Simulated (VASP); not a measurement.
# TaSi2 (P6_422) in VASP: single point with PBEsol

Aim: the single point of TaSi2 with PBEsol.

Everything below comes from runs of VASP 6.6.1. Logs are shortened: lines on timing, memory, paths and dates and some standing lists are left out, and cuts for length are marked.

### 1 The cell of the first run

The structure is hexagonal, space group P6_422 (No. 181). Conventional cell: a = 4.761 Å, b = 4.761 Å, c = 6.558 Å, α = 90.00°, β = 90.00°, γ = 120.00°. Within 3.4 Å of Ta (site symmetry 222) lie 10 Si at 2.60 to 2.81 Å and 4 Ta at 3.23 Å. Si (site symmetry 2) has 9 Si at 2.55 to 3.31 Å and 5 Ta at 2.60 to 2.81 Å within 3.4 Å.

### 2 Single point, PBEsol

INCAR

```
SYSTEM = TaSi2
PREC = Accurate
ENCUT = 520
EDIFF = 1E-6
ISMEAR = 0
SIGMA = 0.15
LREAL = .False.
LASPH = .True.
NELM = 100
ALGO = Normal
ISIF = 2
LWAVE = .False.
LCHARG = .False.
GGA = PS
NBANDS = 38
```

KPOINTS

```
Automatic mesh
0
Gamma
  9 9 6
  0 0 0
```

POSCAR

```
TaSi2
1.0
    4.7613605622      0.0000000000      0.0000000000
   -2.3806802811      4.1234592035      0.0000000000
    0.0000000000      0.0000000000      6.5581204410
Ta Si
3 6
Direct
    0.5000000000      0.0000000000      0.0000000000
    0.5000000000      0.5000000000      0.6666666667
    0.0000000000      0.5000000000      0.3333333333
    0.1592624125      0.3185248251      0.0000000000
    0.8407375875      0.1592624125      0.6666666667
    0.6814751749      0.8407375875      0.3333333333
    0.8407375875      0.6814751749      0.0000000000
    0.1592624125      0.8407375875      0.6666666667
    0.3185248251      0.1592624125      0.3333333333
```

Potentials or basis: VASP PAW PBE potentials, release 64 (Ta_pv, Si).

Launch:

```
$ cat potpaw_PBE.64/Ta_pv/POTCAR potpaw_PBE.64/Si/POTCAR > POTCAR
$ mpirun -np 1 vasp_std > vasp.out
```

OUTCAR:

```text
SYSTEM = TaSi2
   PREC = Accurate
   ENCUT = 520
   EDIFF = 1E-6
   ISMEAR = 0
   LREAL = .False.
   LASPH = .True.
   NELM = 100
   ISIF = 2
   GGA = PS

 ion  position               nearest neighbor table
   1  0.500  0.000  0.000-   6 2.60   9 2.60   8 2.60   5 2.60   4 2.72   7 2.72   7 2.72   4 2.72
                             4 2.81   7 2.81   2 3.23   2 3.23   3 3.23   3 3.23
   2  0.500  0.500  0.667-   4 2.60   7 2.60   6 2.60   9 2.60   8 2.72   5 2.72   8 2.72   5 2.72
                             8 2.81   5 2.81   1 3.23   1 3.23   3 3.23   3 3.23
   3  0.000  0.500  0.333-   4 2.60   7 2.60   5 2.60   8 2.60   9 2.72   6 2.72   9 2.72   6 2.72
                             6 2.81   9 2.81   1 3.23   1 3.23   2 3.23   2 3.23
   4  0.159  0.319  0.000-   5 2.55   9 2.55   3 2.60   2 2.60   7 2.63   1 2.72   1 2.72   1 2.81
                             7 2.81   7 2.81
   5  0.841  0.159  0.667-   4 2.55   6 2.55   1 2.60   3 2.60   8 2.63   2 2.72   2 2.72   2 2.81
                             8 2.81   8 2.81
   6  0.681  0.841  0.333-   7 2.55   5 2.55   1 2.60   2 2.60   9 2.63   3 2.72   3 2.72   3 2.81
                             9 2.81   9 2.81
   7  0.841  0.681  0.000-   8 2.55   6 2.55   3 2.60   2 2.60   4 2.63   1 2.72   1 2.72   1 2.81
                             4 2.81   4 2.81
   8  0.159  0.841  0.667-   7 2.55   9 2.55   1 2.60   3 2.60   5 2.63   2 2.72   2 2.72   2 2.81
                             5 2.81   5 2.81
   9  0.319  0.159  0.333-   4 2.55   8 2.55   1 2.60   2 2.60   6 2.63   3 2.72   3 2.72   3 2.81
                             6 2.81   6 2.81

  LATTYP: Found a hexagonal cell.
 ALAT       =     4.7613605622
 C/A-ratio  =     1.3773627003

  Lattice vectors:

 A1 = (   4.7613605622,   0.0000000000,   0.0000000000)
 A2 = (  -2.3806802811,   4.1234592035,   0.0000000000)
 A3 = (   0.0000000000,   0.0000000000,   6.5581204410)

Analysis of symmetry for initial positions (statically):
=====================================================================
 Subroutine PRICEL returns:
 Original cell was already a primitive cell.

 Routine SETGRP: Setting up the symmetry group for a
 hexagonal supercell.

 Subroutine GETGRP returns: Found 12 space group operations
 (whereof  4 operations were pure point group operations)
 out of a pool of 24 trial point group operations.

The static configuration has the point symmetry D_2 .
 The point group associated with its full space group is D_6 .

Analysis of symmetry for dynamics (positions and initial velocities):
=====================================================================
 Subroutine PRICEL returns:
 Original cell was already a primitive cell.

 Routine SETGRP: Setting up the symmetry group for a
 hexagonal supercell.

 Subroutine GETGRP returns: Found 12 space group operations
 (whereof  4 operations were pure point group operations)
 out of a pool of 24 trial point group operations.

The dynamic configuration has the point symmetry D_2 .
 The point group associated with its full space group is D_6 .

 Subroutine INISYM returns: Found 12 space group operations
 (whereof  4 operations are pure point group operations),
 and found     1 'primitive' translations

----------------------------------------------------------------------------------------

                                     Primitive cell

  volume of cell :     128.7574

  direct lattice vectors                    reciprocal lattice vectors
     4.761360562  0.000000000  0.000000000     0.210024002  0.121257414  0.000000000
    -2.380680281  4.123459204  0.000000000     0.000000000  0.242514828  0.000000000
     0.000000000  0.000000000  6.558120441     0.000000000  0.000000000  0.152482713

  length of vectors
     4.761360562  4.761360562  6.558120441     0.242514828  0.242514828  0.152482713

  position of ions in fractional coordinates (direct lattice)
     0.500000000  0.000000000  0.000000000
     0.500000000  0.500000000  0.666666667
     0.000000000  0.500000000  0.333333333
     0.159262412  0.318524825  0.000000000
     0.840737588  0.159262412  0.666666667
     0.681475175  0.840737588  0.333333333
     0.840737588  0.681475175  0.000000000
     0.159262412  0.840737588  0.666666667
     0.318524825  0.159262412  0.333333333

  ion indices of the primitive-cell ions
   primitive index   ion index
                 1           1
                 2           2
                 3           3
                 4           4
                 5           5
                 6           6
                 7           7
                 8           8
                 9           9

----------------------------------------------------------------------------------------

 KPOINTS: Automatic mesh

Automatic generation of k-mesh.
 Grid dimensions read from file:
 generate k-points for:    9    9    6

 Generating k-lattice:

  Cartesian coordinates                     Fractional coordinates (reciprocal lattice)
     0.023336000  0.013473046  0.000000000     0.111111111  0.000000000  0.000000000
     0.000000000  0.026946092  0.000000000     0.000000000  0.111111111  0.000000000
     0.000000000  0.000000000  0.025413786     0.000000000  0.000000000  0.166666667

  Length of vectors
     0.026946092  0.026946092  0.025413786

  Shift w.r.t. Gamma in fractional coordinates (k-lattice)
     0.000000000  0.000000000  0.000000000

 Subroutine IBZKPT returns following result:
 ===========================================

 Found     48 irreducible k-points:

 Following reciprocal coordinates:
            Coordinates               Weight
  0.000000  0.000000  0.000000      1.000000
  0.111111  0.000000  0.000000      6.000000
  0.222222 -0.000000  0.000000      6.000000
  0.333333 -0.000000  0.000000      6.000000
  0.444444 -0.000000  0.000000      6.000000
  0.111111  0.111111  0.000000      6.000000
[... 16 lines left out ...]
  0.333333  0.222222  0.166667     24.000000
  0.333333  0.333333  0.166667      4.000000
 [... further k-points ...]
   k-points           NKPTS =     48   k-points in BZ     NKDIM =     48   number of bands    NBANDS=     38
   number of dos      NEDOS =    301   number of ions     NIONS =      9
   total plane-waves  NPLWV =  64800
   dimension x,y,z NGX =    36 NGY =   36 NGZ =   50
   dimension x,y,z NGXF=    72 NGYF=   72 NGZF=  100
   ions per type =               3   6
   NGX,Y,Z   is equivalent  to a cutoff of  12.57, 12.57, 12.67 a.u.
   NGXF,Y,Z  is equivalent  to a cutoff of  25.14, 25.14, 25.35 a.u.
 SYSTEM =  TaSi2
   PREC   = accura    normal or accurate (medium, high low for compatibility)
   ISTART =      0    job   : 0-new  1-cont  2-samecut
   ICHARG =      2    charge: 1-file 2-atom 10-const
   ISPIN  =      1    spin polarized calculation?
   LNONCOLLINEAR =      F non collinear calculations
   LSORBIT =      F    spin-orbit coupling
   LASPH  =      T    aspherical Exc in radial PAW
   ENCUT  =  520.0 eV  38.22 Ry    6.18 a.u.   8.85  8.85 12.19*2*pi/ulx,y,z
   NELM   =    100;   NELMIN=  2; NELMDL= -5     # of ELM steps
   EDIFF  = 0.1E-05   stopping-criterion for ELM
   LREAL  =      F    real-space projection
   EDIFFG = 0.1E-04   stopping-criterion for IOM
   NSW    =      0    number of steps for IOM
   IBRION =     -1    ionic relax: 0-MD 1-quasi-New 2-CG
   NFREE  =      0    steps in history (QN), initial steepest desc. (CG)
   ISIF   =      2    stress and relaxation
   ISYM   =      2    0-nonsym 1-usesym 2-fastsym
   POTIM  = 0.5000    time-step for ionic-motion
   TEBEG  =    0.0;   TEEND  =   0.0 temperature during run
   PSTRESS=    0.0 pullay stress
   NELECT =      57.0000    total number of electrons
   NUPDOWN=      -1.0000    fix difference up-down
   EMIN   =  10.00;   EMAX   =-10.00  energy-range for DOS
   EFERMI =   0.00;   METHOD = LEGACY
   ISMEAR =     0;   SIGMA  =   0.15  broadening in eV -4-tet -1-fermi 0-gaus
   EFERMI_NEDOS =   21; number of points for ismear=-14 and -15
   IALGO  =     38    algorithm
   IMIX   =      4    mixing-type and parameters
     AMIX     =   0.40;   BMIX     =  1.00
     AMIX_MAG =   1.60;   BMIX_MAG =  1.00
  volume/ion in A,a.u.               =      14.31        96.54
  Fermi-wavevector in a.u.,A,eV,Ry     =   1.247697  2.357805 21.180833  1.556747
  Thomas-Fermi vector in A             =   2.381817
   LORBIT       =      0    0 simple, 1 ext, 2 COOP (PROOUT), +10 PAW based schemes
   GGA     = PS    functional components
   LHFCALC =     F    Hartree Fock is set to
   AEXX    =    0.0000 exact exchange contribution
   IVDW    =     0    specifies the selected vdW correction
   LEPSILON=     F    determine dielectric tensor
   LRPA    =     F    only Hartree local field effects (RPA)
 non-spin polarized calculation
 Gauss-broadening in eV      SIGMA  =   0.15
  energy-cutoff  :      520.00
  volume of cell :      128.76
 maximum number of plane-waves:      3501
 NGX is ok and might be reduce to    36
   NGX = 17   NGY = 17   NGZ = 25

 number of electron      57.0000000 magnetization

 Free energy of the ion-electron system (eV)
  ---------------------------------------------------
  ext. energy  EPLUGINS =         0.00000000
  ---------------------------------------------------
  free energy    TOTEN  =       -77.36147235 eV

  energy without entropy =      -77.31595065  energy(sigma->0) =      -77.33871150

 E-fermi :   9.3905     XC(G=0): -12.2022

 val. band max:        9.3828742880   @ k =   0.3333   0.1111   0.5000
 cond. band min:       9.4024070341   @ k =   0.3333   0.2222   0.0000
 fundamental gap:      0.0195327461
 Fermi energy:         9.3905404032

 k-point     1 :       0.0000    0.0000    0.0000
  band No.  band energies     occupation
      1     -24.9006      2.00000
      2     -24.9006      2.00000
      3     -24.8955      2.00000
      4     -24.8248      2.00000
      5     -24.8248      2.00000
      6     -24.7299      2.00000
[... 30 lines left out ...]
     37      13.3947      0.00000
     38      13.4841      0.00000

 k-point     2 :       0.1111    0.0000    0.0000
  band No.  band energies     occupation
      1     -24.9183      2.00000
      2     -24.9031      2.00000
      3     -24.8790      2.00000
      4     -24.8263      2.00000
      5     -24.8234      2.00000
      6     -24.7326      2.00000
[... 894 lines left out ...]
 k-point    24 :       0.3333    0.3333    0.1667
  band No.  band energies     occupation
      1     -24.9530      2.00000
      2     -24.9195      2.00000
      3     -24.8868      2.00000
      4     -24.8167      2.00000
      5     -24.7957      2.00000
      6     -24.7649      2.00000
[... 30 lines left out ...]
     37      12.7449      0.00000
     38      13.1184      0.00000

 [... further k-points ...]
[... 5 lines left out ...]
  --------------------------------------------------------------------------------------
  -------------------------------------------------------------------------------------
  Total        0.1472557      0.1472557      0.2573362     -0.0000000      0.0000000      0.0000000
  in kB        1.8323585      1.8323585      3.2021326     -0.0000000      0.0000000      0.0000000
  external PRESSURE =       2.2889499 kB  Pullay stress =       0.0000000 kB

 VOLUME and BASIS-vectors are now :
 -----------------------------------------------------------------------------
  energy-cutoff  :      520.00
  volume of cell :      128.76
      direct lattice vectors                 reciprocal lattice vectors
     4.761360562  0.000000000  0.000000000     0.210024002  0.121257414  0.000000000
    -2.380680281  4.123459204  0.000000000     0.000000000  0.242514828  0.000000000
     0.000000000  0.000000000  6.558120441     0.000000000  0.000000000  0.152482713

 POSITION                                       TOTAL-FORCE (eV/Angst)
 -----------------------------------------------------------------------------------
      2.38068      0.00000      0.00000         0.000000      0.000000      0.000000
      1.19034      2.06173      4.37208         0.000000      0.000000     -0.000000
     -1.19034      2.06173      2.18604         0.000000      0.000000      0.000000
     -0.00000      1.31342      0.00000         0.000000      0.005292      0.000000
      3.62390      0.65671      4.37208        -0.004583      0.002646     -0.000000
      1.24322      3.46675      2.18604        -0.004583     -0.002646      0.000000
      2.38068      2.81004      0.00000         0.000000     -0.005292      0.000000
     -1.24322      3.46675      4.37208         0.004583     -0.002646     -0.000000
      1.13746      0.65671      2.18604         0.004583      0.002646      0.000000
 -----------------------------------------------------------------------------------
    total drift:                                0.000000      0.000000      0.000000

  FREE ENERGIE OF THE ION-ELECTRON SYSTEM (eV)
  ---------------------------------------------------
  free  energy   TOTEN  =       -77.3614723540 eV

  energy  without entropy=      -77.3159506531  energy(sigma->0) =      -77.33871150
```

Run time: 3.1 min. Hardware: 1 thread of Intel Xeon Platinum 8375C at 2.90GHz (Ice Lake), shared host; peak memory 0.35 GiB.

Results:

- Free energy: -77.3615 eV
- Pressure: 0.2 GPa
- Largest force: 0.005 eV/Å

Forces in eV/Å, atoms in the order of the input:
```
Ta   0.000  0.000  0.000
Ta   0.000  0.000  0.000
Ta   0.000  0.000  0.000
Si   0.000  0.005  0.000
Si  -0.005  0.003  0.000
Si  -0.005 -0.003  0.000
Si   0.000 -0.005  0.000
Si   0.005 -0.003  0.000
Si   0.005  0.003  0.000
```

Levels at points of the mesh, in eV from the Fermi level:
```csv
k point,band 25,band 26,band 27,band 28,band 29,band 30,band 31,band 32,band 33,band 34
"(0.00, 0.00, 0.00)",-2.53,-2.40,-2.22,-2.22,-1.48,0.70,3.01,3.01,3.51,3.60
"(0.00, 0.00, 0.50)",-2.28,-1.98,-1.77,-1.77,1.11,1.11,2.69,2.69,3.44,3.51
```

Caveat: the PAW data sets were made with another functional, which shifts forces and pressure a little; spin-orbit coupling is left out, which moves the levels of the heavy elements.
